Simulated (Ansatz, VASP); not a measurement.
One calculation of Hg, two programs

Contents of INCAR:

```
SYSTEM = Hg
  PREC = Accurate
  ENCUT = 520
  EDIFF = 1E-6
  ISMEAR = -1
  SIGMA = 0.1
  LREAL = .FALSE.
  LASPH = .TRUE.
  NELM = 100
  ALGO = Normal
  ISIF = 2
  LWAVE = .FALSE.
  LCHARG = .FALSE.
  GGA = CA
  NBANDS = 12
```

The input KPOINTS:

```
regular mesh
0
G
  16 16 16
  0 0 0
```

Contents of POSCAR:

```
Hg
1.0
   -1.7068276833      1.7068276833      1.7068276833
    1.7068276833     -1.7068276833      1.7068276833
    1.7068276833      1.7068276833     -1.7068276833
Hg
1
Direct
    0.0000000000      0.0000000000      0.0000000000
```

Input for Ansatz:

```yaml
crystal:
  lattice:
    - [-1.7068276833, 1.7068276833, 1.7068276833]
    - [1.7068276833, -1.7068276833, 1.7068276833]
    - [1.7068276833, 1.7068276833, -1.7068276833]
  atoms:
    - { symbol: Hg, position: [0.0, 0.0, 0.0] }
kpoints:
  mp_grid: { grid: [16, 16, 16] }
scf:
  occupations: { method: fermi_dirac, width: 0.1 }
hamiltonian:
  xc: lda
  pseudopotentials: { kind: paw }
output:
  forces: true
  stress: true
  eigenvalues: true
  write_density: true
  write_potential: true
  elf: true
  volumetric_format: npy
```

Change from the starting cell: volume scaled by 0.882, to set the pressure.

Alike in both runs: task single point; functional LDA; k mesh 16 × 16 × 16; occupations fermi-dirac, width 0.1 eV; no spin polarisation.

```csv
,VASP,Ansatz
version,VASP 6.6.1,Ansatz 0.2.0
potentials or method,"VASP PAW LDA potentials, release 64 (Hg)","PAW with Ansatz's default frozen-core files, scalar-relativistic"
plane-wave cutoff (eV),520,420
valence electrons in the cell,12,20
```

```csv
,VASP,Ansatz,Ansatz less VASP
pressure (GPa),10.7,9.5,-1.21
```

LDA's correlation is that of Perdew and Zunger in VASP and of Perdew and Wang (1992) in Ansatz. VASP's potentials hold 12 valence electrons a cell and Ansatz's 20, so a difference there can come from the potentials and not from the codes.

Spin-orbit coupling is off throughout.
